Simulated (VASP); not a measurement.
# CaO (Fm-3m) in VASP: further runs

The runs below take CaO through single point, relaxation of cell and atoms, with PBEsol.

Everything below comes from runs of VASP 6.6.1. Logs are shortened: lines on timing, memory, paths and dates and some standing lists are left out, and cuts for length are marked.

## (1) The cell of the first run

It takes space group Fm-3m (No. 225, cubic). The conventional cell has a = 4.767 Å, b = 4.767 Å, c = 4.767 Å, α = 90.00°, β = 90.00°, γ = 90.00°. Ca (site symmetry m-3m) has 6 O at 2.38 Å within 3.1 Å. O (site symmetry m-3m) has 6 Ca at 2.38 Å within 3.1 Å.

## (2) Single point, PBEsol

Contents of INCAR:

```
PREC = Accurate
ENCUT = 520
EDIFF = 1E-7
ISMEAR = -1
SIGMA = 0.05
LREAL = False
LASPH = True
NELM = 100
ALGO = Normal
ISIF = 2
LWAVE = False
LCHARG = False
GGA = PS
NBANDS = 15
```

Contents of KPOINTS:

```
regular mesh
0
Gamma
  14 14 14
```

Contents of POSCAR:

```
CaO
1.0
    0.0000000000      2.3835783342      2.3835783342
    2.3835783342      0.0000000000      2.3835783342
    2.3835783342      2.3835783342      0.0000000000
Ca O
1 1
Direct
    0.0000000000      0.0000000000      0.0000000000
    0.5000000000      0.5000000000      0.5000000000
```

Potentials or basis: VASP PAW PBE potentials, release 64 (Ca_sv, O).

The run is started by

```bash
> cat potpaw_PBE.64/Ca_sv/POTCAR potpaw_PBE.64/O/POTCAR > POTCAR
> mpirun -np 1 vasp_std > vasp.out
```

OUTCAR:

```text
PREC = Accurate
   ENCUT = 520
   EDIFF = 1E-7
   ISMEAR = -1
   LREAL = False
   LASPH = True
   NELM = 100
   ISIF = 2
   GGA = PS

 ion  position               nearest neighbor table
   1  0.000  0.000  0.000-   2 2.38   2 2.38   2 2.38   2 2.38   2 2.38   2 2.38
   2  0.500  0.500  0.500-   1 2.38   1 2.38   1 2.38   1 2.38   1 2.38   1 2.38

  LATTYP: Found a face centered cubic cell.
 ALAT       =     4.7671566684

  Lattice vectors:

 A1 = (   0.0000000000,   2.3835783342,   2.3835783342)
 A2 = (   2.3835783342,   0.0000000000,   2.3835783342)
 A3 = (   2.3835783342,   2.3835783342,   0.0000000000)

Analysis of symmetry for initial positions (statically):
=====================================================================
 Subroutine PRICEL returns:
 Original cell was already a primitive cell.

 Routine SETGRP: Setting up the symmetry group for a
 face centered cubic supercell.

 Subroutine GETGRP returns: Found 48 space group operations
 (whereof 48 operations were pure point group operations)
 out of a pool of 48 trial point group operations.

The static configuration has the point symmetry O_h .

Analysis of symmetry for dynamics (positions and initial velocities):
=====================================================================
 Subroutine PRICEL returns:
 Original cell was already a primitive cell.

 Routine SETGRP: Setting up the symmetry group for a
 face centered cubic supercell.

 Subroutine GETGRP returns: Found 48 space group operations
 (whereof 48 operations were pure point group operations)
 out of a pool of 48 trial point group operations.

The dynamic configuration has the point symmetry O_h .

 Subroutine INISYM returns: Found 48 space group operations
 (whereof 48 operations are pure point group operations),
 and found     1 'primitive' translations

----------------------------------------------------------------------------------------

                                     Primitive cell

  volume of cell :      27.0843

  direct lattice vectors                    reciprocal lattice vectors
     0.000000000  2.383578334  2.383578334    -0.209768646  0.209768646  0.209768646
     2.383578334  0.000000000  2.383578334     0.209768646 -0.209768646  0.209768646
     2.383578334  2.383578334  0.000000000     0.209768646  0.209768646 -0.209768646

  length of vectors
     3.370888807  3.370888807  3.370888807     0.363329953  0.363329953  0.363329953

  position of ions in fractional coordinates (direct lattice)
     0.000000000  0.000000000  0.000000000
     0.500000000  0.500000000  0.500000000

  ion indices of the primitive-cell ions
   primitive index   ion index
                 1           1
                 2           2

----------------------------------------------------------------------------------------

 KPOINTS: regular mesh

Automatic generation of k-mesh.
 Grid dimensions read from file:
 generate k-points for:   14   14   14

 Generating k-lattice:

  Cartesian coordinates                     Fractional coordinates (reciprocal lattice)
    -0.014983475  0.014983475  0.014983475     0.071428571  0.000000000  0.000000000
     0.014983475 -0.014983475  0.014983475     0.000000000  0.071428571  0.000000000
     0.014983475  0.014983475 -0.014983475     0.000000000  0.000000000  0.071428571

  Length of vectors
     0.025952139  0.025952139  0.025952139

  Shift w.r.t. Gamma in fractional coordinates (k-lattice)
     0.000000000  0.000000000  0.000000000

 Subroutine IBZKPT returns following result:
 ===========================================

 Found    104 irreducible k-points:

 Following reciprocal coordinates:
            Coordinates               Weight
  0.000000  0.000000  0.000000      1.000000
  0.071429  0.000000  0.000000      8.000000
  0.142857  0.000000  0.000000      8.000000
  0.214286  0.000000  0.000000      8.000000
  0.285714  0.000000  0.000000      8.000000
  0.357143  0.000000  0.000000      8.000000
[... 16 lines left out ...]
  0.214286  0.142857  0.000000     24.000000
  0.285714  0.142857  0.000000     24.000000
 [... further k-points ...]
   k-points           NKPTS =    104   k-points in BZ     NKDIM =    104   number of bands    NBANDS=     15
   number of dos      NEDOS =    301   number of ions     NIONS =      2
   total plane-waves  NPLWV =  21952
   dimension x,y,z NGX =    28 NGY =   28 NGZ =   28
   dimension x,y,z NGXF=    56 NGYF=   56 NGZF=   56
   ions per type =               1   1
   NGX,Y,Z   is equivalent  to a cutoff of  13.81, 13.81, 13.81 a.u.
   NGXF,Y,Z  is equivalent  to a cutoff of  27.62, 27.62, 27.62 a.u.
 SYSTEM =  unknown system
   PREC   = accura    normal or accurate (medium, high low for compatibility)
   ISTART =      0    job   : 0-new  1-cont  2-samecut
   ICHARG =      2    charge: 1-file 2-atom 10-const
   ISPIN  =      1    spin polarized calculation?
   LNONCOLLINEAR =      F non collinear calculations
   LSORBIT =      F    spin-orbit coupling
   LASPH  =      T    aspherical Exc in radial PAW
   ENCUT  =  520.0 eV  38.22 Ry    6.18 a.u.   6.27  6.27  6.27*2*pi/ulx,y,z
   NELM   =    100;   NELMIN=  2; NELMDL= -5     # of ELM steps
   EDIFF  = 0.1E-06   stopping-criterion for ELM
   LREAL  =      F    real-space projection
   EDIFFG = 0.1E-05   stopping-criterion for IOM
   NSW    =      0    number of steps for IOM
   IBRION =     -1    ionic relax: 0-MD 1-quasi-New 2-CG
   NFREE  =      0    steps in history (QN), initial steepest desc. (CG)
   ISIF   =      2    stress and relaxation
   ISYM   =      2    0-nonsym 1-usesym 2-fastsym
   POTIM  = 0.5000    time-step for ionic-motion
   TEBEG  =    0.0;   TEEND  =   0.0 temperature during run
   PSTRESS=    0.0 pullay stress
   NELECT =      16.0000    total number of electrons
   NUPDOWN=      -1.0000    fix difference up-down
   EMIN   =  10.00;   EMAX   =-10.00  energy-range for DOS
   EFERMI =   0.00;   METHOD = LEGACY
   ISMEAR =    -1;   SIGMA  =   0.05  broadening in eV -4-tet -1-fermi 0-gaus
   EFERMI_NEDOS =   21; number of points for ismear=-14 and -15
   IALGO  =     38    algorithm
   IMIX   =      4    mixing-type and parameters
     AMIX     =   0.40;   BMIX     =  1.00
     AMIX_MAG =   1.60;   BMIX_MAG =  1.00
  volume/ion in A,a.u.               =      13.54        91.39
  Fermi-wavevector in a.u.,A,eV,Ry     =   1.373648  2.595818 25.672946  1.886908
  Thomas-Fermi vector in A             =   2.499146
   LORBIT       =      0    0 simple, 1 ext, 2 COOP (PROOUT), +10 PAW based schemes
   GGA     = PS    functional components
   LHFCALC =     F    Hartree Fock is set to
   AEXX    =    0.0000 exact exchange contribution
   IVDW    =     0    specifies the selected vdW correction
   LEPSILON=     F    determine dielectric tensor
   LRPA    =     F    only Hartree local field effects (RPA)
 non-spin polarized calculation
  energy-cutoff  :      520.00
  volume of cell :       27.08
 maximum number of plane-waves:       748
 NGX is ok and might be reduce to    28
   NGX = 13   NGY = 13   NGZ = 13

 number of electron      15.9999997 magnetization

 Free energy of the ion-electron system (eV)
  ---------------------------------------------------
  ext. energy  EPLUGINS =         0.00000000
  ---------------------------------------------------
  free energy    TOTEN  =       -13.41079378 eV

  energy without entropy =      -13.41079378  energy(sigma->0) =      -13.41079378

 E-fermi :   3.3716     XC(G=0): -10.8588

 val. band max:        2.3354012311   @ k =   0.0000   0.0000   0.0000
 cond. band min:       5.8575946136   @ k =   0.5000   0.5000   0.0000
 fundamental gap:      3.5221933824
 Fermi energy:         3.3716227634

 k-point     1 :       0.0000    0.0000    0.0000
  band No.  band energies     occupation
      1     -34.9520      2.00000
      2     -15.7740      2.00000
      3     -15.7740      2.00000
      4     -15.7740      2.00000
      5     -13.1569      2.00000
      6       2.3354      2.00000
      7       2.3354      2.00000
      8       2.3354      2.00000
      9       7.0995      0.00000
     10       8.5857      0.00000
     11       8.5857      0.00000
     12       8.5857      0.00000
     13      10.1664      0.00000
     14      10.1664      0.00000
     15      17.3160      0.00000

 k-point     2 :       0.0714    0.0000    0.0000
  band No.  band energies     occupation
      1     -34.9462      2.00000
      2     -15.8644      2.00000
      3     -15.7769      2.00000
      4     -15.7769      2.00000
      5     -13.0635      2.00000
      6       2.1329      2.00000
      7       2.2576      2.00000
      8       2.2576      2.00000
      9       7.3491      0.00000
     10       8.5616      0.00000
     11       8.6784      0.00000
     12       8.6784      0.00000
     13      10.2987      0.00000
     14      10.2987      0.00000
     15      17.5527      0.00000

 k-point     3 :       0.1429    0.0000    0.0000
  band No.  band energies     occupation
      1     -34.9298      2.00000
      2     -16.0910      2.00000
      3     -15.7852      2.00000
      4     -15.7852      2.00000
      5     -12.8277      2.00000
      6       1.6363      2.00000
      7       2.0508      2.00000
      8       2.0508      2.00000
      9       7.9749      0.00000
     10       8.5423      0.00000
     11       8.9453      0.00000
     12       8.9453      0.00000
     13      10.6656      0.00000
     14      10.6656      0.00000
     15      18.1058      0.00000
[... 343 lines left out ...]
 k-point    23 :       0.2143    0.1429    0.0000
  band No.  band energies     occupation
      1     -34.9049      2.00000
      2     -16.2546      2.00000
      3     -15.8446      2.00000
      4     -15.8366      2.00000
      5     -12.6261      2.00000
      6       0.9375      2.00000
      7       2.0204      2.00000
      8       2.0650      2.00000
      9       7.6847      0.00000
     10       8.4987      0.00000
     11       9.7122      0.00000
     12       9.7515      0.00000
     13      10.5944      0.00000
     14      11.7505      0.00000
     15      18.9080      0.00000

 k-point    24 :       0.2857    0.1429    0.0000
  band No.  band energies     occupation
      1     -34.8818      2.00000
      2     -16.4644      2.00000
      3     -15.8636      2.00000
      4     -15.8498      2.00000
      5     -12.4312      2.00000
      6       0.6085      2.00000
      7       1.7209      2.00000
      8       1.8607      2.00000
      9       7.7065      0.00000
     10       9.1883      0.00000
     11      10.0901      0.00000
     12      10.2110      0.00000
     13      11.0216      0.00000
     14      12.2609      0.00000
     15      18.9131      0.00000

 [... further k-points ...]

------------------------ aborting loop because EDIFF is reached ----------------------------------------

  FORCE on cell =-STRESS in cart. coord.  units (eV):
  Direction    XX          YY          ZZ          XY          YZ          ZX
  --------------------------------------------------------------------------------------
  -------------------------------------------------------------------------------------
  Total        0.1105251      0.1105251      0.1105251      0.0000000      0.0000000      0.0000000
  in kB        6.5381239      6.5381239      6.5381239      0.0000000      0.0000000      0.0000000
  external PRESSURE =       6.5381239 kB  Pullay stress =       0.0000000 kB

 VOLUME and BASIS-vectors are now :
 -----------------------------------------------------------------------------
  energy-cutoff  :      520.00
  volume of cell :       27.08
      direct lattice vectors                 reciprocal lattice vectors
     0.000000000  2.383578334  2.383578334    -0.209768646  0.209768646  0.209768646
     2.383578334  0.000000000  2.383578334     0.209768646 -0.209768646  0.209768646
     2.383578334  2.383578334  0.000000000     0.209768646  0.209768646 -0.209768646

 POSITION                                       TOTAL-FORCE (eV/Angst)
 -----------------------------------------------------------------------------------
      0.00000      0.00000      0.00000         0.000000     -0.000000      0.000000
      2.38358      2.38358      2.38358        -0.000000      0.000000     -0.000000
 -----------------------------------------------------------------------------------
    total drift:                                0.000000      0.000000      0.000000

  FREE ENERGIE OF THE ION-ELECTRON SYSTEM (eV)
  ---------------------------------------------------
  free  energy   TOTEN  =       -13.4107937821 eV

  energy  without entropy=      -13.4107937820  energy(sigma->0) =      -13.41079378
```

Wall time 23 s (1 thread of Intel Xeon 6975P-C (Granite Rapids), shared host); peak memory 0.18 GiB.

What came out:

| Quantity | Value |
| --- | --- |
| Free energy | -13.4108 eV |
| Pressure | 0.7 GPa |
| Band gap on the k mesh | 3.52 eV (least direct gap 3.89 eV) |

Caveat: the PAW data sets were made with another functional, which shifts forces and pressure a little.

## (3) Relaxation of cell and atoms, PBEsol

This run uses another cell than the first one, of 13.94 Å³/atom.

Contents of INCAR:

```
SYSTEM = CaO
PREC = Accurate ; ENCUT = 600
EDIFF = 1E-6 ; ISMEAR = -1
SIGMA = 0.05 ; LREAL = .False.
LASPH = .True. ; NELM = 100
ALGO = Normal ; ISIF = 3
LWAVE = .False. ; LCHARG = .False.
GGA = PS ; IBRION = 2
NSW = 100 ; EDIFFG = -0.002
```

Contents of KPOINTS:

```
Automatic mesh
0
Gamma
  14 14 14
  0 0 0
```

Contents of POSCAR:

```
CaO
1.0
    0.0000000000      2.4065000000      2.4065000000
    2.4065000000      0.0000000000      2.4065000000
    2.4065000000      2.4065000000      0.0000000000
Ca O
1 1
Direct
    0.0000000000      0.0000000000      0.0000000000
    0.5000000000      0.5000000000      0.5000000000
```

Potentials or basis: VASP PAW PBE potentials, release 64 (Ca_sv, O).

The run is started by

```bash
> cat potpaw_PBE.64/Ca_sv/POTCAR potpaw_PBE.64/O/POTCAR > POTCAR
> mpirun -np 1 vasp_std > vasp.out
```

It took 44 s on 1 thread of Intel Xeon 6975P-C (Granite Rapids), shared host; peak memory 0.2 GiB.

The run converged. Its results:

* Free energy: -13.4146 eV
* Relaxed volume: 13.61 Å³/atom
* Relaxed cell: a = 3.376 Å, b = 3.376 Å, c = 3.376 Å, α = 60.00°, β = 60.00°, γ = 60.00°
* Space group after relaxing (to 0.1 Å): Fm-3m (No. 225)
* Energy gained by relaxing: 2.8 meV/atom
* Ionic steps: 3
* Pressure after relaxing: 0.0 GPa
* Band gap on the k mesh: 3.53 eV (least direct gap 3.90 eV)

The path:
| step | energy change (eV) | largest force (eV/Å) | pressure (GPa) | volume (Å³) |
| --- | --- | --- | --- | --- |
| 1 | 0.0000 | 0.0000 | -2.61 | 27.87 |
| 2 | -0.0047 | 0.0000 | 1.07 | 26.97 |
| 3 | -0.0055 | 0.0000 | 0.00 | 27.21 |

Final structure:
```yaml
crystal:
  lattice:
    - [0.00000, 2.38733, 2.38733]
    - [2.38733, 0.00000, 2.38733]
    - [2.38733, 2.38733, 0.00000]
  atoms:
    - { symbol: Ca, position: [0.00000, 0.00000, 0.00000] }
    - { symbol: O, position: [0.50000, 0.50000, 0.50000] }
```

Levels at points of the mesh, in eV from the valence-band top:
```tsv
k point	band 4	band 5	band 6	band 7	band 8	band 9	band 10	band 11	band 12
(0.00, 0.00, 0.00)	-18.13	-15.48	0.00	0.00	0.00	4.73	6.24	6.24	6.24
(0.50, 0.00, 0.00)	-18.19	-14.16	-2.74	-1.26	-1.26	7.11	8.48	8.49	8.49
(0.50, 0.50, 0.00)	-18.38	-15.24	-1.31	-0.37	-0.37	3.53	8.19	9.04	9.73
```

Caveat: the PAW data sets were made with another functional, which shifts forces and pressure a little. A k mesh can miss the band edges.
